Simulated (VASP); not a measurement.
# SnO (P4/nmm) in VASP: notebook

Runs on SnO. Level: r2SCAN. Tasks: single point.

All numbers are computed with VASP 6.6.1; they aren't measurements. Logs are shortened: lines on timing, memory, paths and dates and some standing lists are left out, and cuts for length are marked.

## 1. The cell of the first run

Symmetry: P4/nmm, No. 129, tetragonal system. Conventional cell: a = 4.036 Å, b = 4.036 Å, c = 4.758 Å, α = 90.00°, β = 90.00°, γ = 90.00°. Within 3.0 Å of Sn (site symmetry 4mm) lie 4 O at 2.29 Å. O (site symmetry -4m2) has 4 Sn at 2.29 Å and 4 O at 2.85 Å within 3.0 Å.

## 2. Single point, r2SCAN (biaxial strain in the a-b plane: +6.0 %)

POSCAR

```
SnO
1.0
    4.0363128461      0.0000000000      0.0000000000
    0.0000000000      4.0363128461      0.0000000000
    0.0000000000      0.0000000000      4.7584256539
Sn O
2 2
Direct
    0.0000000000      0.5000000000      0.2286714867
    0.5000000000      0.0000000000      0.7713285133
    0.5000000000      0.5000000000      0.0000000000
    0.0000000000      0.0000000000      0.0000000000
```

INCAR.step1

```
SYSTEM = SnO
ALGO = Normal
EDIFF = 1E-4
ENCUT = 520
GGA = PE
ISMEAR = 0
LASPH = .True.
LCHARG = .False.
LREAL = .False.
LWAVE = .True.
NBANDS = 28
NELM = 60
PREC = Accurate
SIGMA = 0.01
```

INCAR.step2

```
SYSTEM = SnO
ALGO = Normal
EDIFF = 1E-6
ENCUT = 520
ISIF = 2
ISMEAR = 0
ISTART = 1
LASPH = .True.
LCHARG = .False.
LMIXTAU = .True.
LREAL = .False.
LWAVE = .False.
METAGGA = R2SCAN
NBANDS = 28
NELM = 60
PREC = Accurate
SIGMA = 0.01
```

KPOINTS

```
k-points
0
Gamma
  10 10 8
  0 0 0
```

Potentials or basis: VASP PAW PBE potentials, release 64 (Sn_d, O).

The run is started by

```
> cat potpaw_PBE.64/Sn_d/POTCAR potpaw_PBE.64/O/POTCAR > POTCAR
> cp INCAR.step1 INCAR
> mpirun -np 1 vasp_std > vasp.out
> cp INCAR.step2 INCAR
> mpirun -np 1 vasp_std > vasp.out
```

OUTCAR:

```text
SYSTEM = SnO
   EDIFF = 1E-6
   ENCUT = 520
   ISIF = 2
   ISMEAR = 0
   ISTART = 1
   LASPH = .True.
   LREAL = .False.
   METAGGA = R2SCAN
   NELM = 60
   PREC = Accurate

 ion  position               nearest neighbor table
   1  0.000  0.500  0.229-   3 2.29   4 2.29   4 2.29   3 2.29   2 3.59   2 3.59   2 3.59   2 3.59

   2  0.500  0.000  0.771-   3 2.29   4 2.29   3 2.29   4 2.29   1 3.59   1 3.59   1 3.59   1 3.59

   3  0.500  0.500  0.000-   1 2.29   2 2.29   2 2.29   1 2.29
   4  0.000  0.000  0.000-   1 2.29   2 2.29   1 2.29   2 2.29

  LATTYP: Found a simple tetragonal cell.
 ALAT       =     4.0363128461
 C/A-ratio  =     1.1789040729

  Lattice vectors:

 A1 = (   4.0363128461,   0.0000000000,   0.0000000000)
 A2 = (   0.0000000000,   4.0363128461,   0.0000000000)
 A3 = (   0.0000000000,   0.0000000000,   4.7584256539)

Analysis of symmetry for initial positions (statically):
=====================================================================
 Subroutine PRICEL returns:
 Original cell was already a primitive cell.

 Routine SETGRP: Setting up the symmetry group for a
 simple tetragonal supercell.

 Subroutine GETGRP returns: Found 16 space group operations
 (whereof  8 operations were pure point group operations)
 out of a pool of 16 trial point group operations.

The static configuration has the point symmetry D_2d.
 The point group associated with its full space group is D_4h.

Analysis of symmetry for dynamics (positions and initial velocities):
=====================================================================
 Subroutine PRICEL returns:
 Original cell was already a primitive cell.

 Routine SETGRP: Setting up the symmetry group for a
 simple tetragonal supercell.

 Subroutine GETGRP returns: Found 16 space group operations
 (whereof  8 operations were pure point group operations)
 out of a pool of 16 trial point group operations.

The dynamic configuration has the point symmetry D_2d.
 The point group associated with its full space group is D_4h.

 Subroutine INISYM returns: Found 16 space group operations
 (whereof  8 operations are pure point group operations),
 and found     1 'primitive' translations

----------------------------------------------------------------------------------------

                                     Primitive cell

  volume of cell :      77.5234

  direct lattice vectors                    reciprocal lattice vectors
     4.036312846  0.000000000  0.000000000     0.247750865  0.000000000  0.000000000
     0.000000000  4.036312846  0.000000000     0.000000000  0.247750865  0.000000000
     0.000000000  0.000000000  4.758425654     0.000000000  0.000000000  0.210153541

  length of vectors
     4.036312846  4.036312846  4.758425654     0.247750865  0.247750865  0.210153541

  position of ions in fractional coordinates (direct lattice)
     0.000000000  0.500000000  0.228671487
     0.500000000  0.000000000  0.771328513
     0.500000000  0.500000000  0.000000000
     0.000000000  0.000000000  0.000000000

  ion indices of the primitive-cell ions
   primitive index   ion index
                 1           1
                 2           2
                 3           3
                 4           4

----------------------------------------------------------------------------------------

 KPOINTS: k-points

Automatic generation of k-mesh.
 Grid dimensions read from file:
 generate k-points for:   10   10    8

 Generating k-lattice:

  Cartesian coordinates                     Fractional coordinates (reciprocal lattice)
     0.024775087  0.000000000  0.000000000     0.100000000  0.000000000  0.000000000
     0.000000000  0.024775087  0.000000000     0.000000000  0.100000000  0.000000000
     0.000000000  0.000000000  0.026269193     0.000000000  0.000000000  0.125000000

  Length of vectors
     0.024775087  0.024775087  0.026269193

  Shift w.r.t. Gamma in fractional coordinates (k-lattice)
     0.000000000  0.000000000  0.000000000

 Subroutine IBZKPT returns following result:
 ===========================================

 Found    105 irreducible k-points:

 Following reciprocal coordinates:
            Coordinates               Weight
  0.000000  0.000000  0.000000      1.000000
  0.100000  0.000000  0.000000      4.000000
  0.200000  0.000000  0.000000      4.000000
  0.300000  0.000000  0.000000      4.000000
  0.400000  0.000000  0.000000      4.000000
  0.500000  0.000000  0.000000      2.000000
[... 16 lines left out ...]
  0.100000  0.000000  0.125000      8.000000
  0.200000  0.000000  0.125000      8.000000
 [... further k-points ...]
   k-points           NKPTS =    105   k-points in BZ     NKDIM =    105   number of bands    NBANDS=     28
   number of dos      NEDOS =    301   number of ions     NIONS =      4
   total plane-waves  NPLWV =  32400
   dimension x,y,z NGX =    30 NGY =   30 NGZ =   36
   dimension x,y,z NGXF=    60 NGYF=   60 NGZF=   72
   ions per type =               2   2
   NGX,Y,Z   is equivalent  to a cutoff of  12.36, 12.36, 12.58 a.u.
   NGXF,Y,Z  is equivalent  to a cutoff of  24.71, 24.71, 25.15 a.u.
 SYSTEM =  SnO
   PREC   = accura    normal or accurate (medium, high low for compatibility)
   ISTART =      1    job   : 0-new  1-cont  2-samecut
   ICHARG =      0    charge: 1-file 2-atom 10-const
   ISPIN  =      1    spin polarized calculation?
   LNONCOLLINEAR =      F non collinear calculations
   LSORBIT =      F    spin-orbit coupling
   LASPH  =      T    aspherical Exc in radial PAW
   ENCUT  =  520.0 eV  38.22 Ry    6.18 a.u.   7.50  7.50  8.85*2*pi/ulx,y,z
   NELM   =     60;   NELMIN=  2; NELMDL=  0     # of ELM steps
   EDIFF  = 0.1E-05   stopping-criterion for ELM
   LREAL  =      F    real-space projection
   EDIFFG = 0.1E-04   stopping-criterion for IOM
   NSW    =      0    number of steps for IOM
   IBRION =     -1    ionic relax: 0-MD 1-quasi-New 2-CG
   NFREE  =      0    steps in history (QN), initial steepest desc. (CG)
   ISIF   =      2    stress and relaxation
   ISYM   =      2    0-nonsym 1-usesym 2-fastsym
   POTIM  = 0.5000    time-step for ionic-motion
   TEBEG  =    0.0;   TEEND  =   0.0 temperature during run
   PSTRESS=    0.0 pullay stress
   NELECT =      40.0000    total number of electrons
   NUPDOWN=      -1.0000    fix difference up-down
   EMIN   =  10.00;   EMAX   =-10.00  energy-range for DOS
   EFERMI =   0.00;   METHOD = LEGACY
   ISMEAR =     0;   SIGMA  =   0.01  broadening in eV -4-tet -1-fermi 0-gaus
   EFERMI_NEDOS =   21; number of points for ismear=-14 and -15
   IALGO  =     38    algorithm
   IMIX   =      4    mixing-type and parameters
     AMIX     =   0.40;   BMIX     =  1.00
     AMIX_MAG =   1.60;   BMIX_MAG =  1.00
  volume/ion in A,a.u.               =      19.38       130.79
  Fermi-wavevector in a.u.,A,eV,Ry     =   1.313058  2.481319 23.458088  1.724121
  Thomas-Fermi vector in A             =   2.443407
   LORBIT       =      0    0 simple, 1 ext, 2 COOP (PROOUT), +10 PAW based schemes
   METAGGA = R2SCAN    functional components
   LHFCALC =     F    Hartree Fock is set to
   AEXX    =    0.0000 exact exchange contribution
   IVDW    =     0    specifies the selected vdW correction
   LEPSILON=     F    determine dielectric tensor
   LRPA    =     F    only Hartree local field effects (RPA)
 non-spin polarized calculation
 Gauss-broadening in eV      SIGMA  =   0.01
  energy-cutoff  :      520.00
  volume of cell :       77.52
 maximum number of plane-waves:      2115
   NGX = 15   NGY = 15   NGZ = 17

 number of electron      40.0000002 magnetization

 Free energy of the ion-electron system (eV)
  ---------------------------------------------------
  ext. energy  EPLUGINS =         0.00000000
  ---------------------------------------------------
  free energy    TOTEN  =       -66.66499846 eV

  energy without entropy =      -66.66499846  energy(sigma->0) =      -66.66499846

 E-fermi :   5.4824     XC(G=0): -10.3740

 val. band max:        5.3369218073   @ k =   0.1000   0.1000   0.0000
 cond. band min:       6.4579168152   @ k =   0.5000   0.5000   0.0000
 fundamental gap:      1.1209950079
 Fermi energy:         5.4823744488

 k-point     1 :       0.0000    0.0000    0.0000
  band No.  band energies     occupation
      1     -16.7641      2.00000
      2     -16.3717      2.00000
      3     -16.3717      2.00000
      4     -16.3449      2.00000
      5     -16.3365      2.00000
      6     -16.3311      2.00000
[... 20 lines left out ...]
     27      13.0267      0.00000
     28      13.6649      0.00000

 k-point     2 :       0.1000    0.0000    0.0000
  band No.  band energies     occupation
      1     -16.7572      2.00000
      2     -16.3701      2.00000
      3     -16.3692      2.00000
      4     -16.3503      2.00000
      5     -16.3370      2.00000
      6     -16.3332      2.00000
[... 20 lines left out ...]
     27      13.1485      0.00000
     28      14.2258      0.00000

 k-point     3 :       0.2000    0.0000    0.0000
  band No.  band energies     occupation
      1     -16.7372      2.00000
      2     -16.4041      2.00000
      3     -16.3657      2.00000
      4     -16.3620      2.00000
      5     -16.3383      2.00000
      6     -16.3299      2.00000
[... 20 lines left out ...]
     27      13.3066      0.00000
     28      15.4681      0.00000

 k-point     4 :       0.3000    0.0000    0.0000
  band No.  band energies     occupation
      1     -16.7059      2.00000
      2     -16.4761      2.00000
      3     -16.3593      2.00000
      4     -16.3509      2.00000
      5     -16.3402      2.00000
      6     -16.3234      2.00000
[... 578 lines left out ...]
     27      13.0482      0.00000
     28      13.8054      0.00000

 k-point    23 :       0.1000    0.0000    0.1250
  band No.  band energies     occupation
      1     -16.7556      2.00000
      2     -16.3683      2.00000
      3     -16.3680      2.00000
      4     -16.3515      2.00000
      5     -16.3362      2.00000
      6     -16.3353      2.00000
[... 20 lines left out ...]
     27      13.2123      0.00000
     28      14.3281      0.00000

 k-point    24 :       0.2000    0.0000    0.1250
  band No.  band energies     occupation
      1     -16.7361      2.00000
      2     -16.4082      2.00000
      3     -16.3659      2.00000
      4     -16.3583      2.00000
      5     -16.3364      2.00000
      6     -16.3311      2.00000
[... 20 lines left out ...]
     27      13.4819      0.00000
     28      15.4930      0.00000

 [... further k-points ...]

------------------------ aborting loop because EDIFF is reached ----------------------------------------

  FORCE on cell =-STRESS in cart. coord.  units (eV):
  Direction    XX          YY          ZZ          XY          YZ          ZX
  --------------------------------------------------------------------------------------
  -------------------------------------------------------------------------------------
  Total       -4.3990324     -4.3990324     -0.5528304      0.0000000      0.0000000      0.0000000
  in kB      -90.9148470    -90.9148470    -11.4253523      0.0000000      0.0000000      0.0000000
  external PRESSURE =     -64.4183488 kB  Pullay stress =       0.0000000 kB

 VOLUME and BASIS-vectors are now :
 -----------------------------------------------------------------------------
  energy-cutoff  :      520.00
  volume of cell :       77.52
      direct lattice vectors                 reciprocal lattice vectors
     4.036312846  0.000000000  0.000000000     0.247750865  0.000000000  0.000000000
     0.000000000  4.036312846  0.000000000     0.000000000  0.247750865  0.000000000
     0.000000000  0.000000000  4.758425654     0.000000000  0.000000000  0.210153541

 POSITION                                       TOTAL-FORCE (eV/Angst)
 -----------------------------------------------------------------------------------
      0.00000      2.01816      1.08812         0.000000     -0.000000     -0.204804
      2.01816      0.00000      3.67031        -0.000000     -0.000000      0.204804
      2.01816      2.01816      0.00000         0.000000      0.000000     -0.000000
      0.00000      0.00000      0.00000         0.000000     -0.000000     -0.000000
 -----------------------------------------------------------------------------------
    total drift:                                0.000000      0.000000     -0.000000

  FREE ENERGIE OF THE ION-ELECTRON SYSTEM (eV)
  ---------------------------------------------------
  free  energy   TOTEN  =       -66.6649984604 eV

  energy  without entropy=      -66.6649984604  energy(sigma->0) =      -66.66499846
```

Run time: 10 min. Hardware: 1 thread of Oxide Virtual Turin-like, shared host; peak memory 0.27 GiB.

What came out:

| Item | Value |
| --- | --- |
| Free energy | -66.6650 eV |
| Pressure | -6.4 GPa |
| Largest force | 0.205 eV/Å |
| Band gap on the k mesh | 1.12 eV (least direct gap 2.16 eV) |

Forces on the atoms (eV/Å):
```
Sn   0.000  0.000 -0.205
Sn   0.000  0.000  0.205
O    0.000  0.000  0.000
O    0.000  0.000  0.000
```

Stress tensor (GPa, compression positive):
```
-9.09  0.00  0.00
 0.00 -9.09  0.00
 0.00  0.00 -1.14
```

Caveat: the cell differs from its parent crystal (biaxial strain in the a-b plane: +6.0 %); the stress differs along the axes, from -9 to -1 GPa; the PAW data sets were made with another functional, which shifts forces and pressure a little; spin-orbit coupling is left out, which moves the levels of the heavy elements. A k mesh can miss the band edges.

## 3. Single point, r2SCAN (biaxial strain in the a-b plane: -4.0 %, then relaxed in part)

POSCAR

```
SnO
1.0
    3.6555286153      0.0000000000      0.0000000000
    0.0000000000      3.6555286153      0.0000000000
    0.0000000000      0.0000000000      5.2102861222
Sn O
2 2
Direct
    0.0000000000      0.5000000000      0.2301408507
    0.5000000000      0.0000000000      0.7698591493
    0.5000000000      0.5000000000      0.0000000000
    0.0000000000      0.0000000000      0.0000000000
```

INCAR.step1

```
  PREC = Accurate
  ENCUT = 520
  ISMEAR = 0
  SIGMA = 0.01
  LREAL = False
  LASPH = True
  NELM = 100
  NBANDS = 28
  GGA = PE
  ALGO = Normal
  EDIFF = 1E-4
  LWAVE = True
  LCHARG = False
```

INCAR.step2

```
  PREC = Accurate
  ENCUT = 520
  EDIFF = 1E-6
  ISMEAR = 0
  SIGMA = 0.01
  LREAL = False
  LASPH = True
  NELM = 100
  ALGO = Normal
  ISIF = 2
  LWAVE = False
  LCHARG = False
  METAGGA = R2SCAN
  LMIXTAU = True
  NBANDS = 28
  ISTART = 1
```

KPOINTS

```
regular mesh
0
Gamma
  10 10 8
```

Potentials or basis: VASP PAW PBE potentials, release 64 (Sn_d, O).

The run is started by

```
> cat potpaw_PBE.64/Sn_d/POTCAR potpaw_PBE.64/O/POTCAR > POTCAR
> cp INCAR.step1 INCAR
> mpirun -np 1 vasp_std > vasp.out
> cp INCAR.step2 INCAR
> mpirun -np 1 vasp_std > vasp.out
```

Run time: 8.4 min. Hardware: 1 thread of Oxide Virtual Turin-like, shared host; peak memory 0.26 GiB.

Results (log left out):

- Free energy: -66.7466 eV
- Pressure: 6.1 GPa
- Largest force: 0.167 eV/Å
- Band gap on the k mesh: 0.14 eV (least direct gap 2.51 eV)

Forces on the atoms (eV/Å):
```
Sn   0.000  0.000  0.167
Sn   0.000  0.000 -0.167
O    0.000  0.000  0.000
O    0.000  0.000  0.000
```

Stress tensor (GPa, compression positive):
```
8.82 0.00 0.00
0.00 8.82 0.00
0.00 0.00 0.69
```

Levels at points of the mesh, in eV from the valence-band top:
```tsv
k point	band 18	band 19	band 20	band 21	band 22	band 23
(0.00, 0.00, 0.00)	-3.62	-3.62	0.00	2.62	3.97	5.22
(0.50, 0.00, 0.00)	-5.51	-3.31	-3.31	2.84	2.84	6.44
(0.50, 0.50, 0.00)	-2.93	-2.37	-2.37	0.14	0.14	4.20
(0.00, 0.00, 0.50)	-3.64	-3.64	-3.34	2.50	3.45	3.45
(0.50, 0.00, 0.50)	-5.50	-2.40	-2.40	2.09	2.09	6.15
(0.50, 0.50, 0.50)	-2.93	-2.89	-2.89	2.22	2.22	3.53
```

Caveat: the cell differs from its parent crystal (biaxial strain in the a-b plane: -4.0 %, then relaxed in part); the stress differs along the axes, from 1 to 9 GPa; semilocal functionals underestimate gaps, and a narrow one can read as zero; the PAW data sets were made with another functional, which shifts forces and pressure a little; spin-orbit coupling is left out, which moves the levels of the heavy elements. A k mesh can miss the band edges.

(Continued in part 2 of 2.)
